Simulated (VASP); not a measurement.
# BaTiO3 (P4mm) in VASP: a series of runs, part 2 of 2

VASP 6.6.1.

## 4. Single point, PBEsol (equal xx and yy strain of -2 %)

Input file INCAR:

```
SYSTEM = BaTiO3
ALGO = Normal ; EDIFF = 1E-6
ENCUT = 520 ; GGA = PS
ISIF = 2 ; ISMEAR = -1
LASPH = .True. ; LCHARG = .False.
LREAL = .False. ; LWAVE = .False.
NBANDS = 28 ; NELM = 60
PREC = Accurate ; SIGMA = 0.08
```

Input file KPOINTS:

```
k-points
0
Gamma
  7 7 7
  0 0 0
```

Input file POSCAR:

```
BaTiO3
1.0
    3.9198040000      0.0000000000      0.0000000000
    0.0000000000      3.9198040000      0.0000000000
    0.0000000000      0.0000000000      4.0180000000
Ba Ti O
1 1 3
Direct
    0.0000000000      0.0000000000      0.0000000000
    0.5000000000      0.5000000000      0.4820000000
    0.5000000000      0.5000000000      0.0160000000
    0.5000000000      0.0000000000      0.5150000000
    0.0000000000      0.5000000000      0.5150000000
```

Potentials or basis: VASP PAW PBE potentials, release 64 (Ba_sv, Ti_sv, O).

Launch:

```
$ cat potpaw_PBE.64/Ba_sv/POTCAR potpaw_PBE.64/Ti_sv/POTCAR potpaw_PBE.64/O/POTCAR > POTCAR
$ mpirun -np 1 vasp_std > vasp.out
```

OUTCAR:

```text
SYSTEM = BaTiO3
   EDIFF = 1E-6
   ENCUT = 520
   GGA = PS
   ISIF = 2
   ISMEAR = -1
   LASPH = .True.
   LREAL = .False.
   NELM = 60
   PREC = Accurate

 ion  position               nearest neighbor table
   1  0.000  0.000  0.000-   4 2.76   5 2.76   5 2.76   4 2.76   3 2.77   3 2.77   3 2.77   3 2.77
                             4 2.85   5 2.85   5 2.85   4 2.85   2 3.38   2 3.38   2 3.38   2 3.38
   2  0.500  0.500  0.482-   3 1.87   4 1.96   5 1.96   4 1.96   5 1.96   3 2.15   1 3.38   1 3.38
                             1 3.38   1 3.38   1 3.47   1 3.47   1 3.47   1 3.47
   3  0.500  0.500  0.016-   2 1.87   2 2.15   1 2.77   1 2.77   1 2.77   1 2.77
   4  0.500  0.000  0.515-   2 1.96   2 1.96   1 2.76   1 2.76   1 2.85   1 2.85
   5  0.000  0.500  0.515-   2 1.96   2 1.96   1 2.76   1 2.76   1 2.85   1 2.85

  LATTYP: Found a simple tetragonal cell.
 ALAT       =     3.9198040000
 C/A-ratio  =     1.0250512526

  Lattice vectors:

 A1 = (   3.9198040000,   0.0000000000,   0.0000000000)
 A2 = (   0.0000000000,   3.9198040000,   0.0000000000)
 A3 = (   0.0000000000,   0.0000000000,   4.0180000000)

Analysis of symmetry for initial positions (statically):
=====================================================================
 Subroutine PRICEL returns:
 Original cell was already a primitive cell.

 Routine SETGRP: Setting up the symmetry group for a
 simple tetragonal supercell.

 Subroutine GETGRP returns: Found  8 space group operations
 (whereof  8 operations were pure point group operations)
 out of a pool of 16 trial point group operations.

The static configuration has the point symmetry C_4v.

Analysis of symmetry for dynamics (positions and initial velocities):
=====================================================================
 Subroutine PRICEL returns:
 Original cell was already a primitive cell.

[... 131 lines left out ...]
   IMIX   =      4    mixing-type and parameters
     AMIX     =   0.40;   BMIX     =  1.00
     AMIX_MAG =   1.60;   BMIX_MAG =  1.00
  volume/ion in A,a.u.               =      12.35        83.32
  Fermi-wavevector in a.u.,A,eV,Ry     =   1.416604  2.676994 27.303740  2.006768
  Thomas-Fermi vector in A             =   2.537922
   LORBIT       =      0    0 simple, 1 ext, 2 COOP (PROOUT), +10 PAW based schemes
   GGA     = PS    functional components
   LHFCALC =     F    Hartree Fock is set to
   AEXX    =    0.0000 exact exchange contribution
   IVDW    =     0    specifies the selected vdW correction
   LEPSILON=     F    determine dielectric tensor
   LRPA    =     F    only Hartree local field effects (RPA)
 non-spin polarized calculation
  energy-cutoff  :      520.00
  volume of cell :       61.74
 maximum number of plane-waves:      1687
 NGX is ok and might be reduce to    30
   NGX = 15   NGY = 15   NGZ = 15

 number of electron      39.9999994 magnetization

 Free energy of the ion-electron system (eV)
  ---------------------------------------------------
  ext. energy  EPLUGINS =         0.00000000
  ---------------------------------------------------
  free energy    TOTEN  =       -41.95370084 eV

  energy without entropy =      -41.95369996  energy(sigma->0) =      -41.95370040

 E-fermi :   5.0002     XC(G=0): -11.7129

 val. band max:        3.9569711218   @ k =   0.4286   0.4286   0.4286
 cond. band min:       5.8680517271   @ k =   0.0000   0.0000   0.0000
 fundamental gap:      1.9110806053
 Fermi energy:         5.0002059203

 k-point     1 :       0.0000    0.0000    0.0000
  band No.  band energies     occupation
      1     -52.1137      2.00000
      2     -28.4983      2.00000
      3     -28.4665      2.00000
      4     -28.4665      2.00000
      5     -20.7084      2.00000
      6     -12.9116      2.00000
[... 733 lines left out ...]
     27      12.5862      0.00000
     28      13.0766      0.00000

 [... further k-points ...]

------------------------ aborting loop because EDIFF is reached ----------------------------------------

  FORCE on cell =-STRESS in cart. coord.  units (eV):
  Direction    XX          YY          ZZ          XY          YZ          ZX
  --------------------------------------------------------------------------------------
  -------------------------------------------------------------------------------------
  Total        2.5495284      2.5495284      1.4848646      0.0000000      0.0000000      0.0000000
  in kB       66.1655306     66.1655306     38.5353060      0.0000000      0.0000000      0.0000000
  external PRESSURE =      56.9554557 kB  Pullay stress =       0.0000000 kB

 VOLUME and BASIS-vectors are now :
 -----------------------------------------------------------------------------
  energy-cutoff  :      520.00
  volume of cell :       61.74
      direct lattice vectors                 reciprocal lattice vectors
     3.919804000  0.000000000  0.000000000     0.255114797  0.000000000  0.000000000
     0.000000000  3.919804000  0.000000000     0.000000000  0.255114797  0.000000000
     0.000000000  0.000000000  4.018000000     0.000000000  0.000000000  0.248880040

 POSITION                                       TOTAL-FORCE (eV/Angst)
 -----------------------------------------------------------------------------------
      0.00000      0.00000      0.00000        -0.000000     -0.000000     -0.079192
      1.95990      1.95990      1.93668        -0.000000      0.000000      0.076137
      1.95990      1.95990      0.06429        -0.000000      0.000000      0.268854
      1.95990      0.00000      2.06927        -0.000000     -0.000000     -0.132899
      0.00000      1.95990      2.06927         0.000000     -0.000000     -0.132899
 -----------------------------------------------------------------------------------
    total drift:                                0.000000      0.000000     -0.000365

  FREE ENERGIE OF THE ION-ELECTRON SYSTEM (eV)
  ---------------------------------------------------
  free  energy   TOTEN  =       -41.9537008406 eV

  energy  without entropy=      -41.9536999619  energy(sigma->0) =      -41.95370040
```

It took 32 s on 1 thread of AMD EPYC 9R45 (Zen 5), shared host; peak memory 0.18 GiB.

What came out:

```yaml
Free_energy: -41.9537 eV
Pressure: 5.7 GPa
Largest_force: 0.269 eV/Å
Band_gap_on_the_k_mesh: 1.91 eV, indirect (least direct gap 2.13 eV)
```

Forces in eV/Å, atoms in the order of the input:
```
Ba   0.000  0.000 -0.079
Ti   0.000  0.000  0.076
O    0.000  0.000  0.269
O    0.000  0.000 -0.133
O    0.000  0.000 -0.133
```

Levels at points of the mesh, in eV from the valence-band top:
| k point | band 16 | band 17 | band 18 | band 19 | band 20 | band 21 | band 22 | band 23 | band 24 | band 25 |
| --- | --- | --- | --- | --- | --- | --- | --- | --- | --- | --- |
| (0.00, 0.00, 0.00) | -1.25 | -1.20 | -0.27 | -0.22 | -0.22 | 1.91 | 2.19 | 2.19 | 4.44 | 4.46 |

Caveat: the cell differs from its parent crystal (equal xx and yy strain of -2 %); the PAW data sets were made with another functional, which shifts forces and pressure a little; spin-orbit coupling is left out, which moves the levels of the heavy elements. A k mesh can miss the band edges.

## 5. Single point, PBEsol (equal xx and yy strain of +1 %)

Input file INCAR:

```
PREC     = Accurate       # precision mode
ENCUT    = 520            # plane-wave cutoff, eV
EDIFF    = 1E-6           # SCF threshold, eV
ISMEAR   = -1             # smearing method
SIGMA    = 0.08           # smearing width, eV
LREAL    = F              # projectors in reciprocal space
LASPH    = T              # aspherical terms in the spheres
NELM     = 80             # most SCF steps
ALGO     = Normal         # electronic algorithm
ISIF     = 2              # what is computed and relaxed
LWAVE    = F              # write WAVECAR
LCHARG   = F              # write CHGCAR
GGA      = PS             # functional
NBANDS   = 28             # bands
```

Input file KPOINTS:

```
regular mesh
0
Gamma
  7 7 7
```

Edit POSCAR of step 4 so:

```diff
@@ -2,4 +2,4 @@
 1.0
-    3.9198040000      0.0000000000      0.0000000000
-    0.0000000000      3.9198040000      0.0000000000
+    4.0397980000      0.0000000000      0.0000000000
+    0.0000000000      4.0397980000      0.0000000000
     0.0000000000      0.0000000000      4.0180000000
```

Launch:

```
$ cat potpaw_PBE.64/Ba_sv/POTCAR potpaw_PBE.64/Ti_sv/POTCAR potpaw_PBE.64/O/POTCAR > POTCAR
$ mpirun -np 1 vasp_std > vasp.out
```

Wall time 33 s (1 thread of AMD EPYC 9R45 (Zen 5), shared host); peak memory 0.19 GiB.

The run converged. Its results:

```
Free energy            : -41.9551 eV
Pressure               : -4.9 GPa
Largest force          : 0.408 eV/Å
Band gap on the k mesh : 1.79 eV, indirect (least direct gap 2.02 eV)
```

Forces on the atoms (eV/Å):
```
Ba   0.000  0.000 -0.085
Ti   0.000  0.000  0.024
O    0.000  0.000  0.408
O    0.000  0.000 -0.173
O    0.000  0.000 -0.173
```

Stress tensor (GPa, compression positive):
```
-6.02  0.00  0.00
 0.00 -6.02  0.00
 0.00  0.00 -2.77
```

Levels at points of the mesh, in eV from the valence-band top:
```
           k point  band 17  band 18  band 19  band 20  band 21  band 22  band 23  band 24
(0.00, 0.00, 0.00)    -1.00    -0.26    -0.24    -0.24     1.79     2.10     2.10     3.95
```

Caveat: the cell differs from its parent crystal (equal xx and yy strain of +1 %); the PAW data sets were made with another functional, which shifts forces and pressure a little; spin-orbit coupling is left out, which moves the levels of the heavy elements. A k mesh can miss the band edges.

## 6. Overview

| cell | gap on the mesh (eV) | pressure (GPa) | largest force (eV/Å) |
| --- | --- | --- | --- |
| a = 4.026, b = 4.026, c = 4.045 Å, 5 atoms | 1.79 | -5.0 | 0.50 |
| a = 4.078, b = 4.078, c = 4.097 Å, 5 atoms | 1.71 | -10.4 | 0.76 |
| a = 3.920, b = 3.920, c = 4.018 Å, 5 atoms | 1.91 | 5.7 | 0.27 |
| a = 4.040, b = 4.040, c = 4.018 Å, 5 atoms | 1.79 | -4.9 | 0.41 |

Alike in all rows: task single point; level PBEsol; potentials or basis VASP PAW PBE potentials, release 64 (Ba_sv, Ti_sv, O); no spin polarisation; k mesh 7 × 7 × 7; cutoff (eV) 520; smearing fermi-dirac 0.08 eV.

Caveats: the PAW data sets were made with another functional, which shifts forces and pressure a little; spin-orbit coupling is left out, which moves the levels of the heavy elements.

Total energies depend on the potentials used, so only differences within one code and one set of settings carry meaning.
